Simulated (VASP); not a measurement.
# CaSiAu (P-6m2) in VASP: notebook

CaSiAu is run at these levels: LDA; tasks: single point.

Everything below comes from runs of VASP 6.6.1. Logs are shortened: lines on timing, memory, paths and dates and some standing lists are left out, and cuts for length are marked.

## Step 1: The cell of the first run

Symmetry: P-6m2, No. 187, hexagonal system. The conventional cell has a = 4.328 Å, b = 4.328 Å, c = 3.942 Å, α = 90.00°, β = 90.00°, γ = 120.00°. Ca (site symmetry -6m2) has 6 Si at 3.18 Å and 6 Au at 3.18 Å and 2 Ca at 3.94 Å within 4.2 Å. Within 3.3 Å of Si (site symmetry -6m2) lie 3 Au at 2.50 Å and 6 Ca at 3.18 Å. Within 3.3 Å of Au (site symmetry -6m2) lie 3 Si at 2.50 Å and 6 Ca at 3.18 Å.

## Step 2: Single point, LDA

Input file INCAR:

```
PREC     = Accurate       # precision mode
ENCUT    = 520            # plane-wave cutoff, eV
EDIFF    = 1E-7           # SCF threshold, eV
ISMEAR   = 0              # smearing method
SIGMA    = 0.05           # smearing width, eV
LREAL    = F              # projectors in reciprocal space
LASPH    = T              # aspherical terms in the spheres
NELM     = 60             # most SCF steps
ALGO     = Normal         # electronic algorithm
ISIF     = 2              # what is computed and relaxed
LWAVE    = F              # write WAVECAR
LCHARG   = F              # write CHGCAR
GGA      = CA             # functional
NBANDS   = 20             # bands
```

Input file KPOINTS:

```
regular mesh
0
Gamma
  9 9 8
```

Input file POSCAR:

```
CaSiAu
1.0
    4.3275936236      0.0000000000      0.0000000000
   -2.1637968118      3.7478060153      0.0000000000
    0.0000000000      0.0000000000      3.9424951600
Ca Si Au
1 1 1
Direct
    0.3333333300      0.6666666700      0.0000000000
    0.0000000000      0.0000000000      0.5000000000
    0.6666666700      0.3333333300      0.5000000000
```

Potentials or basis: VASP PAW LDA potentials, release 64 (Ca_sv, Si, Au).

Started as:

```sh
$ cat potpaw_LDA.64/Ca_sv/POTCAR potpaw_LDA.64/Si/POTCAR potpaw_LDA.64/Au/POTCAR > POTCAR
$ mpirun -np 1 vasp_std > vasp.out
```

OUTCAR:

```text
PREC = Accurate
   ENCUT = 520
   EDIFF = 1E-7
   ISMEAR = 0
   LREAL = F
   LASPH = T
   NELM = 60
   ISIF = 2
   GGA = CA

 ion  position               nearest neighbor table
   1  0.333  0.667  0.000-   3 3.18   3 3.18   3 3.18   3 3.18   3 3.18   3 3.18
   2  0.000  0.000  0.500-   3 2.50   3 2.50   3 2.50
   3  0.667  0.333  0.500-   2 2.50   2 2.50   2 2.50   1 3.18   1 3.18   1 3.18   1 3.18   1 3.18
                             1 3.18

  LATTYP: Found a hexagonal cell.
 ALAT       =     4.3275936236
 C/A-ratio  =     0.9110132565

  Lattice vectors:

 A1 = (   4.3275936236,   0.0000000000,   0.0000000000)
 A2 = (  -2.1637968118,   3.7478060153,   0.0000000000)
 A3 = (   0.0000000000,   0.0000000000,   3.9424951600)

Analysis of symmetry for initial positions (statically):
=====================================================================
 Subroutine PRICEL returns:
 Original cell was already a primitive cell.

 Routine SETGRP: Setting up the symmetry group for a
 hexagonal supercell.

 Subroutine GETGRP returns: Found 12 space group operations
 (whereof 12 operations were pure point group operations)
 out of a pool of 24 trial point group operations.

The static configuration has the point symmetry D_3h.

Analysis of symmetry for dynamics (positions and initial velocities):
=====================================================================
 Subroutine PRICEL returns:
 Original cell was already a primitive cell.

 Routine SETGRP: Setting up the symmetry group for a
 hexagonal supercell.

 Subroutine GETGRP returns: Found 12 space group operations
 (whereof 12 operations were pure point group operations)
 out of a pool of 24 trial point group operations.

The dynamic configuration has the point symmetry D_3h.

 Subroutine INISYM returns: Found 12 space group operations
 (whereof 12 operations are pure point group operations),
 and found     1 'primitive' translations

----------------------------------------------------------------------------------------

                                     Primitive cell

  volume of cell :      63.9433

  direct lattice vectors                    reciprocal lattice vectors
     4.327593624  0.000000000  0.000000000     0.231075301  0.133411387  0.000000000
    -2.163796812  3.747806015  0.000000000     0.000000000  0.266822775  0.000000000
     0.000000000  0.000000000  3.942495160     0.000000000  0.000000000  0.253646475

  length of vectors
     4.327593624  4.327593624  3.942495160     0.266822775  0.266822775  0.253646475

  position of ions in fractional coordinates (direct lattice)
     0.333333330  0.666666670  0.000000000
     0.000000000  0.000000000  0.500000000
     0.666666670  0.333333330  0.500000000

  ion indices of the primitive-cell ions
   primitive index   ion index
                 1           1
                 2           2
                 3           3

----------------------------------------------------------------------------------------

 KPOINTS: regular mesh

Automatic generation of k-mesh.
 Grid dimensions read from file:
 generate k-points for:    9    9    8

 Generating k-lattice:

  Cartesian coordinates                     Fractional coordinates (reciprocal lattice)
     0.025675033  0.014823487  0.000000000     0.111111111  0.000000000  0.000000000
     0.000000000  0.029646975  0.000000000     0.000000000  0.111111111  0.000000000
     0.000000000  0.000000000  0.031705809     0.000000000  0.000000000  0.125000000

  Length of vectors
     0.029646975  0.029646975  0.031705809

  Shift w.r.t. Gamma in fractional coordinates (k-lattice)
     0.000000000  0.000000000  0.000000000

 Subroutine IBZKPT returns following result:
 ===========================================

 Found     60 irreducible k-points:

 Following reciprocal coordinates:
            Coordinates               Weight
  0.000000  0.000000  0.000000      1.000000
  0.111111  0.000000  0.000000      6.000000
  0.222222  0.000000  0.000000      6.000000
  0.333333  0.000000  0.000000      6.000000
  0.444444  0.000000  0.000000      6.000000
  0.111111  0.111111  0.000000      6.000000
[... 16 lines left out ...]
  0.333333  0.222222  0.125000     24.000000
  0.333333  0.333333  0.125000      4.000000
 [... further k-points ...]
   k-points           NKPTS =     60   k-points in BZ     NKDIM =     60   number of bands    NBANDS=     20
   number of dos      NEDOS =    301   number of ions     NIONS =      3
   total plane-waves  NPLWV =  30720
   dimension x,y,z NGX =    32 NGY =   32 NGZ =   30
   dimension x,y,z NGXF=    64 NGYF=   64 NGZF=   60
   ions per type =               1   1   1
   NGX,Y,Z   is equivalent  to a cutoff of  12.29, 12.29, 12.65 a.u.
   NGXF,Y,Z  is equivalent  to a cutoff of  24.59, 24.59, 25.30 a.u.
 SYSTEM =  unknown system
   PREC   = accura    normal or accurate (medium, high low for compatibility)
   ISTART =      0    job   : 0-new  1-cont  2-samecut
   ICHARG =      2    charge: 1-file 2-atom 10-const
   ISPIN  =      1    spin polarized calculation?
   LNONCOLLINEAR =      F non collinear calculations
   LSORBIT =      F    spin-orbit coupling
   LASPH  =      T    aspherical Exc in radial PAW
   ENCUT  =  520.0 eV  38.22 Ry    6.18 a.u.   8.05  8.05  7.33*2*pi/ulx,y,z
   NELM   =     60;   NELMIN=  2; NELMDL= -5     # of ELM steps
   EDIFF  = 0.1E-06   stopping-criterion for ELM
   LREAL  =      F    real-space projection
   EDIFFG = 0.1E-05   stopping-criterion for IOM
   NSW    =      0    number of steps for IOM
   IBRION =     -1    ionic relax: 0-MD 1-quasi-New 2-CG
   NFREE  =      0    steps in history (QN), initial steepest desc. (CG)
   ISIF   =      2    stress and relaxation
   ISYM   =      2    0-nonsym 1-usesym 2-fastsym
   POTIM  = 0.5000    time-step for ionic-motion
   TEBEG  =    0.0;   TEEND  =   0.0 temperature during run
   PSTRESS=    0.0 pullay stress
   NELECT =      25.0000    total number of electrons
   NUPDOWN=      -1.0000    fix difference up-down
   EMIN   =  10.00;   EMAX   =-10.00  energy-range for DOS
   EFERMI =   0.00;   METHOD = LEGACY
   ISMEAR =     0;   SIGMA  =   0.05  broadening in eV -4-tet -1-fermi 0-gaus
   EFERMI_NEDOS =   21; number of points for ismear=-14 and -15
   IALGO  =     38    algorithm
   IMIX   =      4    mixing-type and parameters
     AMIX     =   0.40;   BMIX     =  1.00
     AMIX_MAG =   1.60;   BMIX_MAG =  1.00
  volume/ion in A,a.u.               =      21.31       143.84
  Fermi-wavevector in a.u.,A,eV,Ry     =   1.197080  2.262154 19.497163  1.433001
  Thomas-Fermi vector in A             =   2.333004
   LORBIT       =      0    0 simple, 1 ext, 2 COOP (PROOUT), +10 PAW based schemes
   GGA     = CA    functional components
   LHFCALC =     F    Hartree Fock is set to
   AEXX    =    0.0000 exact exchange contribution
   IVDW    =     0    specifies the selected vdW correction
   LEPSILON=     F    determine dielectric tensor
   LRPA    =     F    only Hartree local field effects (RPA)
 non-spin polarized calculation
 Gauss-broadening in eV      SIGMA  =   0.05
  energy-cutoff  :      520.00
  volume of cell :       63.94
 maximum number of plane-waves:      1740
   NGX = 17   NGY = 17   NGZ = 15

 number of electron      25.0000002 magnetization

 Free energy of the ion-electron system (eV)
  ---------------------------------------------------
  ext. energy  EPLUGINS =         0.00000000
  ---------------------------------------------------
  free energy    TOTEN  =       -14.72414029 eV

  energy without entropy =      -14.72127947  energy(sigma->0) =      -14.72270988

 E-fermi :   5.8196     XC(G=0): -10.5388

 val. band max:        5.8107325267   @ k =   0.2222   0.0000   0.1250
 cond. band min:       5.8232729593   @ k =   0.4444   0.0000   0.5000
 fundamental gap:      0.0125404326
 Fermi energy:         5.8196104676

 k-point     1 :       0.0000    0.0000    0.0000
  band No.  band energies     occupation
      1     -34.4634      2.00000
      2     -15.7860      2.00000
      3     -15.7860      2.00000
      4     -15.7662      2.00000
      5      -3.9783      2.00000
      6      -0.0875      2.00000
[... 12 lines left out ...]
     19      10.6299      0.00000
     20      11.5616      0.00000

 k-point     2 :       0.1111    0.0000    0.0000
  band No.  band energies     occupation
      1     -34.4631      2.00000
      2     -15.7928      2.00000
      3     -15.7873      2.00000
      4     -15.7657      2.00000
      5      -3.8480      2.00000
      6      -0.1356      2.00000
[... 12 lines left out ...]
     19      10.1902      0.00000
     20      11.6503      0.00000

 k-point     3 :       0.2222    0.0000    0.0000
  band No.  band energies     occupation
      1     -34.4622      2.00000
      2     -15.8100      2.00000
      3     -15.7906      2.00000
      4     -15.7646      2.00000
      5      -3.4849      2.00000
      6      -0.2313      2.00000
[... 12 lines left out ...]
     19      10.4713      0.00000
     20      12.0270      0.00000

 k-point     4 :       0.3333    0.0000    0.0000
  band No.  band energies     occupation
      1     -34.4611      2.00000
      2     -15.8293      2.00000
      3     -15.7944      2.00000
      4     -15.7633      2.00000
      5      -2.9936      2.00000
      6      -0.2423      2.00000
[... 12 lines left out ...]
     19      10.6100      0.00000
     20      12.6710      0.00000

 k-point     5 :       0.4444    0.0000    0.0000
  band No.  band energies     occupation
      1     -34.4604      2.00000
      2     -15.8418      2.00000
      3     -15.7969      2.00000
      4     -15.7624      2.00000
      5      -2.6101      2.00000
      6      -0.0231      2.00000
[... 12 lines left out ...]
     19      10.6100      0.00000
     20      12.6041      0.00000
[... 353 lines left out ...]
      6       0.0796      2.00000
[... 12 lines left out ...]
     19      11.9482      0.00000
     20      12.1957      0.00000

 k-point    22 :       0.2222    0.2222    0.1250
  band No.  band energies     occupation
      1     -34.4599      2.00000
      2     -15.8275      2.00000
      3     -15.8025      2.00000
      4     -15.7759      2.00000
      5      -2.7071      2.00000
      6      -0.1922      2.00000
[... 12 lines left out ...]
     19      11.7481      0.00000
     20      12.2350      0.00000

 k-point    23 :       0.3333    0.2222    0.1250
  band No.  band energies     occupation
      1     -34.4594      2.00000
      2     -15.8314      2.00000
      3     -15.8098      2.00000
      4     -15.7750      2.00000
      5      -2.4215      2.00000
      6       0.0202      2.00000
[... 12 lines left out ...]
     19      12.2626      0.00000
     20      12.6022      0.00000

 k-point    24 :       0.3333    0.3333    0.1250
  band No.  band energies     occupation
      1     -34.4592      2.00000
      2     -15.8226      2.00000
      3     -15.8225      2.00000
      4     -15.7746      2.00000
      5      -2.3241      2.00000
      6       0.1967      2.00000
[... 12 lines left out ...]
     19      12.8485      0.00000
     20      12.8746      0.00000

 [... further k-points ...]

------------------------ aborting loop because EDIFF is reached ----------------------------------------

  FORCE on cell =-STRESS in cart. coord.  units (eV):
  Direction    XX          YY          ZZ          XY          YZ          ZX
  --------------------------------------------------------------------------------------
  -------------------------------------------------------------------------------------
  Total       -1.9245283     -1.9245283     -1.2648840     -0.0000000     -0.0000000     -0.0000000
  in kB      -48.2214371    -48.2214371    -31.6932321     -0.0000000     -0.0000000     -0.0000000
  external PRESSURE =     -42.7120355 kB  Pullay stress =       0.0000000 kB

 VOLUME and BASIS-vectors are now :
 -----------------------------------------------------------------------------
  energy-cutoff  :      520.00
  volume of cell :       63.94
      direct lattice vectors                 reciprocal lattice vectors
     4.327593624  0.000000000  0.000000000     0.231075301  0.133411387  0.000000000
    -2.163796812  3.747806015  0.000000000     0.000000000  0.266822775  0.000000000
     0.000000000  0.000000000  3.942495160     0.000000000  0.000000000  0.253646475

 POSITION                                       TOTAL-FORCE (eV/Angst)
 -----------------------------------------------------------------------------------
     -0.00000      2.49854      0.00000         0.000000     -0.000000      0.000000
      0.00000      0.00000      1.97125        -0.000000      0.000000      0.000000
      2.16380      1.24927      1.97125        -0.000000      0.000000      0.000000
 -----------------------------------------------------------------------------------
    total drift:                                0.000010     -0.000006     -0.000000

  FREE ENERGIE OF THE ION-ELECTRON SYSTEM (eV)
  ---------------------------------------------------
  free  energy   TOTEN  =       -14.7241402883 eV

  energy  without entropy=      -14.7212794736  energy(sigma->0) =      -14.72270988
```

It took 42 s on 1 thread of Intel Xeon Platinum 8259CL at 2.50GHz (Skylake/Cascade Lake), shared host; peak memory 0.22 GiB.

Results:

- Free energy: -14.7241 eV
- Pressure: -4.3 GPa

Caveat: spin-orbit coupling is left out, which moves the levels of the heavy elements.

## Step 3: Single point, LDA

Input file INCAR:

```
ALGO = Normal
EDIFF = 1E-6
ENCUT = 520
ISIF = 2
ISMEAR = 0
LASPH = True
LCHARG = False
LREAL = False
LWAVE = False
NBANDS = 20
NELECT = 25.1
NELM = 60
PREC = Accurate
SIGMA = 0.05
```

Input file KPOINTS:

```
k-points
0
Gamma
  9 9 8
```

POSCAR is that of step 2.

Potentials or basis: VASP PAW LDA potentials, release 64 (Ca_sv, Si, Au).

Started as:

```sh
$ cat potpaw_LDA.64/Ca_sv/POTCAR potpaw_LDA.64/Si/POTCAR potpaw_LDA.64/Au/POTCAR > POTCAR
$ mpirun -np 1 vasp_std > vasp.out
```

OUTCAR:

```text
EDIFF = 1E-6
   ENCUT = 520
   ISIF = 2
   ISMEAR = 0
   LASPH = True
   LREAL = False
   NELECT = 25.1
   NELM = 60
   PREC = Accurate

 ion  position               nearest neighbor table
   1  0.333  0.667  0.000-   3 3.18   3 3.18   3 3.18   3 3.18   3 3.18   3 3.18
   2  0.000  0.000  0.500-   3 2.50   3 2.50   3 2.50
   3  0.667  0.333  0.500-   2 2.50   2 2.50   2 2.50   1 3.18   1 3.18   1 3.18   1 3.18   1 3.18
                             1 3.18

  LATTYP: Found a hexagonal cell.
 ALAT       =     4.3275936236
 C/A-ratio  =     0.9110132565

  Lattice vectors:

 A1 = (   4.3275936236,   0.0000000000,   0.0000000000)
 A2 = (  -2.1637968118,   3.7478060153,   0.0000000000)
 A3 = (   0.0000000000,   0.0000000000,   3.9424951600)

Analysis of symmetry for initial positions (statically):
=====================================================================
 Subroutine PRICEL returns:
 Original cell was already a primitive cell.

 Routine SETGRP: Setting up the symmetry group for a
 hexagonal supercell.

[... 164 lines left out ...]
  free energy    TOTEN  =       -14.14081646 eV

  energy without entropy =      -14.13847554  energy(sigma->0) =      -14.13964600

 E-fermi :   5.8485     XC(G=0): -10.5647

 val. band max:        5.8482788461   @ k =   0.2222   0.0000   0.2500
 cond. band min:       5.8707909591   @ k =   0.3333   0.0000   0.1250
 fundamental gap:      0.0225121129
 Fermi energy:         5.8485315407

 k-point     1 :       0.0000    0.0000    0.0000
  band No.  band energies     occupation
      1     -34.4689      2.00000
      2     -15.7913      2.00000
      3     -15.7913      2.00000
      4     -15.7770      2.00000
      5      -3.9945      2.00000
      6      -0.0993      2.00000
[... 541 lines left out ...]
     19      12.8334      0.00000
     20      12.8544      0.00000

 [... further k-points ...]

------------------------ aborting loop because EDIFF is reached ----------------------------------------

  FORCE on cell =-STRESS in cart. coord.  units (eV):
  Direction    XX          YY          ZZ          XY          YZ          ZX
  --------------------------------------------------------------------------------------
  -------------------------------------------------------------------------------------
  Total       -1.0348660     -1.0348660     -0.3842811     -0.0000000      0.0000000      0.0000000
  in kB      -25.9298463    -25.9298463     -9.6286372     -0.0000000      0.0000000      0.0000000
  external PRESSURE =     -20.4961099 kB  Pullay stress =       0.0000000 kB

 VOLUME and BASIS-vectors are now :
 -----------------------------------------------------------------------------
  energy-cutoff  :      520.00
  volume of cell :       63.94
      direct lattice vectors                 reciprocal lattice vectors
     4.327593624  0.000000000  0.000000000     0.231075301  0.133411387  0.000000000
    -2.163796812  3.747806015  0.000000000     0.000000000  0.266822775  0.000000000
     0.000000000  0.000000000  3.942495160     0.000000000  0.000000000  0.253646475

 POSITION                                       TOTAL-FORCE (eV/Angst)
 -----------------------------------------------------------------------------------
     -0.00000      2.49854      0.00000        -0.000000      0.000000      0.000000
      0.00000      0.00000      1.97125         0.000000     -0.000000      0.000000
      2.16380      1.24927      1.97125         0.000000      0.000000      0.000000
 -----------------------------------------------------------------------------------
    total drift:                                0.000010     -0.000006     -0.000000

  FREE ENERGIE OF THE ION-ELECTRON SYSTEM (eV)
  ---------------------------------------------------
  free  energy   TOTEN  =       -14.1408164641 eV

  energy  without entropy=      -14.1384755441  energy(sigma->0) =      -14.13964600
```

It took 37 s on 1 thread of Intel Xeon Platinum 8259CL at 2.50GHz (Skylake/Cascade Lake), shared host; peak memory 0.22 GiB.

Results:

```
Free energy : -14.1408 eV
```

Caveat: the cell carries a net charge on a neutralising background, which shifts energy and pressure; the cell is charged against a uniform background, so pressure and absolute levels hang on convention; spin-orbit coupling is left out, which moves the levels of the heavy elements.

[end of part 1 of 2]
